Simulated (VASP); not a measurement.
# Be7S (P4/mmm) in VASP: relaxation of cell and atoms with PBE

Aim: the relaxation of cell and atoms of Be7S with PBE.

All numbers are computed with VASP 6.6.1; they aren't measurements. Logs are shortened: lines on timing, memory, paths and dates and some standing lists are left out, and cuts for length are marked.

## 1. The cell of the first run

It takes space group P4/mmm (No. 123, tetragonal). The conventional cell has a = 3.136 Å, b = 3.136 Å, c = 8.543 Å, α = 90.00°, β = 90.00°, γ = 90.00°. Be (site symmetry 2mm) has 8 Be at 2.14 to 2.22 Å within 2.8 Å. Be (site symmetry 4/mmm) has 4 S at 2.22 Å within 2.9 Å. Be (site symmetry 4/mmm) has 12 Be at 2.14 to 2.22 Å within 2.8 Å. Be (site symmetry 4/mmm) has 12 Be at 2.14 to 2.22 Å within 2.8 Å. S (site symmetry 4/mmm) has 4 Be at 2.22 Å within 2.9 Å.

## 2. Relaxation of cell and atoms, PBE

INCAR reads:

```
SYSTEM = Be7S
PREC = Accurate ; ENCUT = 600
EDIFF = 1E-7 ; ISMEAR = 0
SIGMA = 0.1 ; LREAL = .FALSE.
LASPH = .TRUE. ; NELM = 60
ALGO = Normal ; ISIF = 3
LWAVE = .FALSE. ; LCHARG = .FALSE.
GGA = PE ; IBRION = 2
NSW = 100 ; EDIFFG = -0.01
```

KPOINTS reads:

```
regular mesh
0
G
  10 10 4
  0 0 0
```

POSCAR reads:

```
Be7S
1.0
    3.1359579552      0.0000000000      0.0000000000
    0.0000000000      3.1359579552      0.0000000000
    0.0000000000      0.0000000000      8.5425994444
Be S
7 1
Direct
    0.0000000000      0.5000000000      0.6708493694
    0.5000000000      0.5000000000      0.0000000000
    0.5000000000      0.0000000000      0.6708493694
    0.0000000000      0.5000000000      0.3291506306
    0.5000000000      0.0000000000      0.3291506306
    0.0000000000      0.0000000000      0.5000000000
    0.5000000000      0.5000000000      0.5000000000
    0.0000000000      0.0000000000      0.0000000000
```

Potentials or basis: VASP PAW PBE potentials, release 64 (Be, S).

The run is started by

```bash
$ cat potpaw_PBE.64/Be/POTCAR potpaw_PBE.64/S/POTCAR > POTCAR
$ mpirun -np 1 vasp_std > vasp.out
```

OUTCAR:

```text
SYSTEM = Be7S
   PREC = Accurate
   ENCUT = 600
   EDIFF = 1E-7
   ISMEAR = 0
   LREAL = .FALSE.
   LASPH = .TRUE.
   NELM = 60
   ISIF = 3
   GGA = PE
   IBRION = 2
   NSW = 100
   EDIFFG = -0.01

 ion  position               nearest neighbor table
   1  0.000  0.500  0.671-   6 2.14   7 2.14   6 2.14   7 2.14   3 2.22   3 2.22   3 2.22   3 2.22

   2  0.500  0.500  0.000-   8 2.22   8 2.22   8 2.22   8 2.22
   3  0.500  0.000  0.671-   6 2.14   7 2.14   7 2.14   6 2.14   1 2.22   1 2.22   1 2.22   1 2.22

   4  0.000  0.500  0.329-   6 2.14   7 2.14   6 2.14   7 2.14   5 2.22   5 2.22   5 2.22   5 2.22

   5  0.500  0.000  0.329-   6 2.14   7 2.14   7 2.14   6 2.14   4 2.22   4 2.22   4 2.22   4 2.22

   6  0.000  0.000  0.500-   1 2.14   3 2.14   4 2.14   5 2.14   1 2.14   4 2.14   3 2.14   5 2.14
                             7 2.22   7 2.22   7 2.22   7 2.22
   7  0.500  0.500  0.500-   1 2.14   3 2.14   4 2.14   5 2.14   3 2.14   5 2.14   1 2.14   4 2.14
                             6 2.22   6 2.22   6 2.22   6 2.22
   8  0.000  0.000  0.000-   2 2.22   2 2.22   2 2.22   2 2.22

  LATTYP: Found a simple tetragonal cell.
 ALAT       =     3.1359579552
 C/A-ratio  =     2.7240797123

  Lattice vectors:

 A1 = (   3.1359579552,   0.0000000000,   0.0000000000)
 A2 = (   0.0000000000,   3.1359579552,   0.0000000000)
 A3 = (   0.0000000000,   0.0000000000,   8.5425994444)

Analysis of symmetry for initial positions (statically):
=====================================================================
 Subroutine PRICEL returns:
 Original cell was already a primitive cell.

 Routine SETGRP: Setting up the symmetry group for a
 simple tetragonal supercell.

 Subroutine GETGRP returns: Found 16 space group operations
 (whereof 16 operations were pure point group operations)
 out of a pool of 16 trial point group operations.

The static configuration has the point symmetry D_4h.

Analysis of symmetry for dynamics (positions and initial velocities):
=====================================================================
 Subroutine PRICEL returns:
 Original cell was already a primitive cell.

 Routine SETGRP: Setting up the symmetry group for a
 simple tetragonal supercell.

 Subroutine GETGRP returns: Found 16 space group operations
 (whereof 16 operations were pure point group operations)
 out of a pool of 16 trial point group operations.

The dynamic configuration has the point symmetry D_4h.

 Subroutine INISYM returns: Found 16 space group operations
 (whereof 16 operations are pure point group operations),
 and found     1 'primitive' translations

[... 129 lines left out ...]
  Thomas-Fermi vector in A             =   2.147870
   LORBIT       =      0    0 simple, 1 ext, 2 COOP (PROOUT), +10 PAW based schemes
   GGA     = PE    functional components
   LHFCALC =     F    Hartree Fock is set to
   AEXX    =    0.0000 exact exchange contribution
   IVDW    =     0    specifies the selected vdW correction
   LEPSILON=     F    determine dielectric tensor
   LRPA    =     F    only Hartree local field effects (RPA)
 conjugate gradient relaxation of ions
 non-spin polarized calculation
 Gauss-broadening in eV      SIGMA  =   0.10
  energy-cutoff  :      600.00
  volume of cell :       84.01
 maximum number of plane-waves:      2840
 NGX is ok and might be reduce to    28
   NGX = 13   NGY = 13   NGZ = 35

 number of electron      19.9999999 magnetization

 Free energy of the ion-electron system (eV)
  ---------------------------------------------------
  ext. energy  EPLUGINS =         0.00000000
  ---------------------------------------------------
  free energy    TOTEN  =       -28.46294078 eV

  energy without entropy =      -28.45858106  energy(sigma->0) =      -28.46076092

 E-fermi :   5.7602     XC(G=0):  -9.9473

 val. band max:        5.7465813076   @ k =   0.3000   0.0000   0.2500
 cond. band min:       5.7624446773   @ k =   0.3000   0.0000   0.0000
 fundamental gap:      0.0158633697
 Fermi energy:         5.7601589252

 k-point     1 :       0.0000    0.0000    0.0000
  band No.  band energies     occupation
      1      -9.2432      2.00000
      2      -4.7359      2.00000
      3      -2.3651      2.00000
      4       0.7614      2.00000
      5       2.1766      2.00000
      6       2.9259      2.00000
      7       2.9259      2.00000
      8       4.4455      2.00000
      9       4.4455      2.00000
     10       7.0709      0.00000
     11       7.7604      0.00000
     12       7.7604      0.00000
     13       8.5392      0.00000
     14       9.6105      0.00000
[... 401 lines left out ...]
      2      -4.3349      2.00000
      3      -1.6821      2.00000
      4       0.3911      2.00000
      5       0.8558      2.00000
      6       2.1845      2.00000
      7       3.3727      2.00000
      8       3.7233      2.00000
      9       5.0127      2.00000
     10       5.1182      2.00000
     11       6.6300      0.00000
     12       8.3847      0.00000
     13       8.3978      0.00000
     14       9.4263      0.00000
     15      10.4027      0.00000

 [... further k-points ...]

------------------------ aborting loop because EDIFF is reached ----------------------------------------

  FORCE on cell =-STRESS in cart. coord.  units (eV):
  Direction    XX          YY          ZZ          XY          YZ          ZX
  --------------------------------------------------------------------------------------
  -------------------------------------------------------------------------------------
  Total        0.0627931      0.0627931      0.0790333      0.0000000      0.0000000     -0.0000000
  in kB        1.1975448      1.1975448      1.5072668      0.0000000      0.0000000     -0.0000000
  external PRESSURE =       1.3007855 kB  Pullay stress =       0.0000000 kB

 VOLUME and BASIS-vectors are now :
 -----------------------------------------------------------------------------
  energy-cutoff  :      600.00
  volume of cell :       84.01
      direct lattice vectors                 reciprocal lattice vectors
     3.135957955  0.000000000  0.000000000     0.318881826  0.000000000  0.000000000
     0.000000000  3.135957955  0.000000000     0.000000000  0.318881826  0.000000000
     0.000000000  0.000000000  8.542599444     0.000000000  0.000000000  0.117060387

 POSITION                                       TOTAL-FORCE (eV/Angst)
 -----------------------------------------------------------------------------------
      0.00000      1.56798      5.73080         0.000000      0.000000      0.009255
      1.56798      1.56798      0.00000         0.000000      0.000000      0.000000
      1.56798      0.00000      5.73080         0.000000     -0.000000      0.009255
      0.00000      1.56798      2.81180        -0.000000     -0.000000     -0.009255
      1.56798      0.00000      2.81180         0.000000      0.000000     -0.009255
      0.00000      0.00000      4.27130         0.000000      0.000000      0.000000
      1.56798      1.56798      4.27130         0.000000      0.000000      0.000000
      0.00000      0.00000      0.00000         0.000000      0.000000      0.000000
 -----------------------------------------------------------------------------------
    total drift:                               -0.000000     -0.000000     -0.000000

  FREE ENERGIE OF THE ION-ELECTRON SYSTEM (eV)
  ---------------------------------------------------
  free  energy   TOTEN  =       -28.4629407813 eV

  energy  without entropy=      -28.4585810617  energy(sigma->0) =      -28.46076092

 reached required accuracy - stopping structural energy minimisation
```

OSZICAR:

```text
N       E                     dE             d eps       ncg     rms          rms(c)
DAV:   1     0.430785577569E+02    0.43079E+02   -0.87819E+03  1890   0.124E+03
DAV:   2    -0.276514445651E+02   -0.70730E+02   -0.67757E+02  2583   0.196E+02
DAV:   3    -0.318727170741E+02   -0.42213E+01   -0.40317E+01  2612   0.430E+01
DAV:   4    -0.319324039068E+02   -0.59687E-01   -0.59581E-01  2403   0.568E+00
DAV:   5    -0.319332558568E+02   -0.85195E-03   -0.85173E-03  2648   0.674E-01    0.782E+00
DAV:   6    -0.285955445989E+02    0.33377E+01   -0.92124E+00  2373   0.141E+01    0.463E+00
DAV:   7    -0.284948127129E+02    0.10073E+00   -0.18651E+00  2534   0.703E+00    0.288E+00
DAV:   8    -0.284695169646E+02    0.25296E-01   -0.24028E-01  2170   0.268E+00    0.104E+00
DAV:   9    -0.284639985300E+02    0.55184E-02   -0.58600E-02  2499   0.135E+00    0.141E-01
DAV:  10    -0.284630438769E+02    0.95465E-03   -0.41284E-03  2338   0.416E-01    0.609E-02
DAV:  11    -0.284629735646E+02    0.70312E-04   -0.10564E-03  2479   0.177E-01    0.346E-02
DAV:  12    -0.284629395637E+02    0.34001E-04   -0.32747E-04  2331   0.976E-02    0.110E-02
DAV:  13    -0.284629415817E+02   -0.20181E-05   -0.16457E-05  2303   0.301E-02    0.290E-03
DAV:  14    -0.284629408165E+02    0.76520E-06   -0.18373E-06  2492   0.813E-03    0.174E-03
DAV:  15    -0.284629407813E+02    0.35286E-07   -0.64645E-07  2324   0.426E-03
   1 F= -.28462941E+02 E0= -.28460761E+02  d E =-.284629E+02
```

It took 51 s on 1 thread of Intel Xeon 6975P-C (Granite Rapids), shared host; peak memory 0.26 GiB.

Results:

```
Free energy                  : -28.4629 eV
Pressure after relaxing      : 0.1 GPa
Largest force after relaxing : 0.009 eV/Å
Band gap on the k mesh       : zero (bands 10 and 11 overlap by 2.16 eV)
```

Forces on the atoms (eV/Å):
```
Be   0.000  0.000  0.009
Be   0.000  0.000  0.000
Be   0.000  0.000  0.009
Be   0.000  0.000 -0.009
Be   0.000  0.000 -0.009
Be   0.000  0.000  0.000
Be   0.000  0.000  0.000
S    0.000  0.000  0.000
```

Final structure:
```
CELL_PARAMETERS angstrom
3.13596 0.00000 0.00000
0.00000 3.13596 0.00000
0.00000 0.00000 8.54260
ATOMIC_POSITIONS crystal
Be 0.00000 0.50000 0.67085
Be 0.50000 0.50000 0.00000
Be 0.50000 0.00000 0.67085
Be 0.00000 0.50000 0.32915
Be 0.50000 0.00000 0.32915
Be 0.00000 0.00000 0.50000
Be 0.50000 0.50000 0.50000
S 0.00000 0.00000 0.00000
```

Caveat: the relaxation stopped at its first step, so nothing moved.
